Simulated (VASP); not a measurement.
Input of a VASP 6.6.1 run:

File INCAR:

```
PREC = Accurate
ENCUT = 520
EDIFF = 1E-6
ISMEAR = -1
SIGMA = 0.05
LREAL = F
LASPH = T
NELM = 150
ALGO = Normal
ISIF = 2
LWAVE = F
LCHARG = F
ISPIN = 2
MAGMOM = 4 0
LORBIT = 11
LMAXMIX = 4
GGA = PE
NBANDS = 20
```

KPOINTS

```
regular mesh
0
Gamma
  10 10 10
```

Contents of POSCAR:

```
MnO
1.0
    2.6544526252      0.0000000000      0.0000000000
    0.0000000000      2.6544526252      0.0000000000
    0.0000000000      0.0000000000      2.6544526252
Mn O
1 1
Direct
    0.0000000000      0.0000000000      0.0000000000
    0.5000000000      0.5000000000      0.5000000000
```

Potentials or basis: VASP PAW PBE potentials, release 64 (Mn_pv, O).

The run is started by

```bash
$ cat potpaw_PBE.64/Mn_pv/POTCAR potpaw_PBE.64/O/POTCAR > POTCAR
$ mpirun -np 1 vasp_std > vasp.out
```

Estimate the net moment.

3.95 μB per cell.

Predict the site moments.

Mn +3.71; O +0.08 μB.

Caveat: a cell with one magnetic atom can't hold antiferromagnetic order, which such compounds often take.
